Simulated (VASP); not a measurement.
# SnTe (Fm-3m) in VASP: density of states with PBEsol

Aim: the density of states of SnTe with PBEsol.

All numbers are computed with VASP 6.6.1; they aren't measurements. Logs are shortened: lines on timing, memory, paths and dates and some standing lists are left out, and cuts for length are marked.

### 1 The cell of the first run

It takes space group Fm-3m (No. 225, cubic). The conventional cell has a = 6.329 Å, b = 6.329 Å, c = 6.329 Å, α = 90.00°, β = 90.00°, γ = 90.00°. Within 4.2 Å of Te (site symmetry m-3m) lie 6 Sn at 3.16 Å. Sn (site symmetry m-3m) has 6 Te at 3.16 Å within 4.2 Å.

### 2 Density of states, PBEsol

POSCAR

```
SnTe
1.0
    0.0000000000      3.1645320000      3.1645320000
    3.1645320000      0.0000000000      3.1645320000
    3.1645320000      3.1645320000      0.0000000000
Te Sn
1 1
Direct
    0.5000000000      0.5000000000      0.5000000000
    0.0000000000      0.0000000000      0.0000000000
```

INCAR.step1

```
ALGO     = Normal         # electronic algorithm
EDIFF    = 1E-6           # SCF threshold, eV
ENCUT    = 520            # plane-wave cutoff, eV
GGA      = PS             # functional
ISIF     = 2              # what is computed and relaxed
ISMEAR   = -1             # smearing method
LASPH    = True           # aspherical terms in the spheres
LCHARG   = True           # write CHGCAR
LREAL    = False          # projectors in reciprocal space
LWAVE    = False          # write WAVECAR
NBANDS   = 17             # bands
NELM     = 100            # most SCF steps
PREC     = Accurate       # precision mode
SIGMA    = 0.0283         # smearing width, eV
```

KPOINTS.step1

```
k-points
0
Gamma
  7 7 7
```

INCAR.step2

```
ALGO     = Normal         # electronic algorithm
EDIFF    = 1E-6           # SCF threshold, eV
ENCUT    = 520            # plane-wave cutoff, eV
GGA      = PS             # functional
ICHARG   = 11             # starting density
ISIF     = 2              # what is computed and relaxed
ISMEAR   = -5             # smearing method
LASPH    = True           # aspherical terms in the spheres
LCHARG   = False          # write CHGCAR
LORBIT   = 11             # projections on sites
LREAL    = False          # projectors in reciprocal space
LWAVE    = False          # write WAVECAR
NEDOS    = 2001           # points of the DOS
NELM     = 100            # most SCF steps
PREC     = Accurate       # precision mode
SIGMA    = 0.0283         # smearing width, eV
```

KPOINTS.step2

```
k-points
0
Gamma
  11 11 11
```

Potentials or basis: VASP PAW PBE potentials, release 64 (Te, Sn_d).

Started as:

```
cat potpaw_PBE.64/Te/POTCAR potpaw_PBE.64/Sn_d/POTCAR > POTCAR
cp INCAR.step1 INCAR
cp KPOINTS.step1 KPOINTS
mpirun -np 1 vasp_std > vasp.out
cp INCAR.step2 INCAR
cp KPOINTS.step2 KPOINTS
mpirun -np 1 vasp_std > vasp.out
```

OUTCAR:

```text
EDIFF = 1E-6
   ENCUT = 520
   GGA = PS
   ICHARG = 11
   ISIF = 2
   ISMEAR = -5
   LASPH = True
   LORBIT = 11
   LREAL = False
   NELM = 100
   PREC = Accurate

 ion  position               nearest neighbor table
   1  0.500  0.500  0.500-   2 3.16   2 3.16   2 3.16   2 3.16   2 3.16   2 3.16
   2  0.000  0.000  0.000-   1 3.16   1 3.16   1 3.16   1 3.16   1 3.16   1 3.16

  LATTYP: Found a face centered cubic cell.
 ALAT       =     6.3290640000

  Lattice vectors:

 A1 = (   0.0000000000,   3.1645320000,   3.1645320000)
 A2 = (   3.1645320000,   0.0000000000,   3.1645320000)
 A3 = (   3.1645320000,   3.1645320000,   0.0000000000)

Analysis of symmetry for initial positions (statically):
=====================================================================
 Subroutine PRICEL returns:
 Original cell was already a primitive cell.

 Routine SETGRP: Setting up the symmetry group for a
 face centered cubic supercell.

 Subroutine GETGRP returns: Found 48 space group operations
 (whereof 48 operations were pure point group operations)
 out of a pool of 48 trial point group operations.

The static configuration has the point symmetry O_h .

Analysis of symmetry for dynamics (positions and initial velocities):
=====================================================================
 Subroutine PRICEL returns:
 Original cell was already a primitive cell.

 Routine SETGRP: Setting up the symmetry group for a
 face centered cubic supercell.

 Subroutine GETGRP returns: Found 48 space group operations
 (whereof 48 operations were pure point group operations)
 out of a pool of 48 trial point group operations.

The dynamic configuration has the point symmetry O_h .

 Subroutine INISYM returns: Found 48 space group operations
 (whereof 48 operations are pure point group operations),
 and found     1 'primitive' translations

----------------------------------------------------------------------------------------

                                     Primitive cell

  volume of cell :      63.3809

  direct lattice vectors                    reciprocal lattice vectors
     0.000000000  3.164532000  3.164532000    -0.158001246  0.158001246  0.158001246
     3.164532000  0.000000000  3.164532000     0.158001246 -0.158001246  0.158001246
     3.164532000  3.164532000  0.000000000     0.158001246  0.158001246 -0.158001246

  length of vectors
     4.475324073  4.475324073  4.475324073     0.273666186  0.273666186  0.273666186
[... 94 lines left out ...]
   NELECT =      20.0000    total number of electrons
   NUPDOWN=      -1.0000    fix difference up-down
   EMIN   =  10.00;   EMAX   =-10.00  energy-range for DOS
   EFERMI =   0.00;   METHOD = LEGACY
   ISMEAR =    -5;   SIGMA  =   0.03  broadening in eV -4-tet -1-fermi 0-gaus
   EFERMI_NEDOS =   21; number of points for ismear=-14 and -15
   IALGO  =     38    algorithm
   IMIX   =      4    mixing-type and parameters
     AMIX     =   0.40;   BMIX     =  1.00
     AMIX_MAG =   1.60;   BMIX_MAG =  1.00
  volume/ion in A,a.u.               =      31.69       213.86
  Fermi-wavevector in a.u.,A,eV,Ry     =   1.114548  2.106190 16.901384  1.242217
  Thomas-Fermi vector in A             =   2.251144
   LORBIT       =     11    0 simple, 1 ext, 2 COOP (PROOUT), +10 PAW based schemes
   GGA     = PS    functional components
   LHFCALC =     F    Hartree Fock is set to
   AEXX    =    0.0000 exact exchange contribution
   IVDW    =     0    specifies the selected vdW correction
   LEPSILON=     F    determine dielectric tensor
   LRPA    =     F    only Hartree local field effects (RPA)
 non-spin polarized calculation
 Fermi weights with tetrahedron method with Bloechl corrections
  energy-cutoff  :      520.00
  volume of cell :       63.38
 maximum number of plane-waves:      1731
 NGX is ok and might be reduce to    36

 number of electron      20.0000000 magnetization

 Free energy of the ion-electron system (eV)
  ---------------------------------------------------
  ext. energy  EPLUGINS =         0.00000000
  ---------------------------------------------------
  free energy    TOTEN  =        -8.33657775 eV

  energy without entropy =       -8.33657775  energy(sigma->0) =       -8.33657775

 E-fermi :   6.4585     XC(G=0):  -9.5975

 val. band max:        6.4497201027   @ k =   0.4545   0.0000   0.0000
 cond. band min:       6.8731577265   @ k =   0.4545   0.0000   0.0000
 fundamental gap:      0.4234376239
 Fermi energy:         6.4585498658

 k-point     1 :       0.0000    0.0000    0.0000
  band No.  band energies     occupation
      1     -15.1368      2.00000
      2     -15.1368      2.00000
      3     -15.1277      2.00000
      4     -15.1277      2.00000
      5     -15.1277      2.00000
      6      -6.0864      2.00000
      7       1.8771      2.00000
      8       4.5414      2.00000
      9       4.5414      2.00000
     10       4.5414      2.00000
     11       9.9456      0.00000
     12       9.9456      0.00000
     13       9.9456      0.00000
     14      11.3795      0.00000
[... 377 lines left out ...]
      1     -15.1402      2.00000
      2     -15.1390      2.00000
      3     -15.1265      2.00000
      4     -15.1245      2.00000
      5     -15.1231      2.00000
      6      -5.4095      2.00000
      7      -0.2452      2.00000
      8       3.3404      2.00000
      9       5.0640      2.00000
     10       6.3300      2.00000
     11       7.1949      0.00000
     12       7.4055      0.00000
     13      10.1961      0.00000
     14      11.7229      0.00000

 [... further k-points ...]
[... 5 lines left out ...]
  --------------------------------------------------------------------------------------
  -------------------------------------------------------------------------------------
  Total       -0.2907789     -0.2907789     -0.2907789      0.0000000      0.0000000      0.0000000
  in kB       -7.3504676     -7.3504676     -7.3504676      0.0000000      0.0000000      0.0000000
  external PRESSURE =      -7.3504676 kB  Pullay stress =       0.0000000 kB

 VOLUME and BASIS-vectors are now :
 -----------------------------------------------------------------------------
  energy-cutoff  :      520.00
  volume of cell :       63.38
      direct lattice vectors                 reciprocal lattice vectors
     0.000000000  3.164532000  3.164532000    -0.158001246  0.158001246  0.158001246
     3.164532000  0.000000000  3.164532000     0.158001246 -0.158001246  0.158001246
     3.164532000  3.164532000  0.000000000     0.158001246  0.158001246 -0.158001246

 POSITION                                       TOTAL-FORCE (eV/Angst)
 -----------------------------------------------------------------------------------
      3.16453      3.16453      3.16453        -0.000000      0.000000      0.000000
      0.00000      0.00000      0.00000         0.000000      0.000000      0.000000
 -----------------------------------------------------------------------------------
    total drift:                               -0.000000      0.000000      0.000000

  FREE ENERGIE OF THE ION-ELECTRON SYSTEM (eV)
  ---------------------------------------------------
  free  energy   TOTEN  =        -8.3365777479 eV

  energy  without entropy=       -8.3365777479  energy(sigma->0) =       -8.33657775

 total charge

# of ion       s       p       d       tot
------------------------------------------
    1        1.384   1.954   0.029   3.367
    2        1.363   0.730   9.984  12.077
--------------------------------------------------
tot          2.747   2.684  10.013  15.444
```

OUTCAR.step1:

```text
EDIFF = 1E-6
   ENCUT = 520
   GGA = PS
   ISIF = 2
   ISMEAR = -1
[... 614 lines left out ...]
 -----------------------------------------------------------------------------------
      3.16453      3.16453      3.16453         0.000000     -0.000000      0.000000
      0.00000      0.00000      0.00000        -0.000000      0.000000     -0.000000
 -----------------------------------------------------------------------------------
    total drift:                               -0.000000      0.000000      0.000000

  FREE ENERGIE OF THE ION-ELECTRON SYSTEM (eV)
  ---------------------------------------------------
  free  energy   TOTEN  =        -8.3412391056 eV

  energy  without entropy=       -8.3412387905  energy(sigma->0) =       -8.34123895
```

It took 33 s on 1 thread of Intel Xeon 6975P-C, shared host; peak memory 0.23 GiB.

Results:

```yaml
Valence_electrons_inside_the_program's_atomic_spheres: Te 3.37; Sn 12.08
```

Levels at points of the mesh, in eV from the Fermi level:
```tsv
k point	band 7	band 8	band 9	band 10	band 11	band 12	band 13	band 14
(0.00, 0.00, 0.00)	-4.58	-1.92	-1.92	-1.92	3.49	3.49	3.49	4.92
```

Caveat: this odd mesh misses L, where the gap lies, so gap, dielectric constants and Born charges aren't listed; the PAW data sets were made with another functional, which shifts forces and pressure a little; spin-orbit coupling is left out, which moves the levels of the heavy elements.
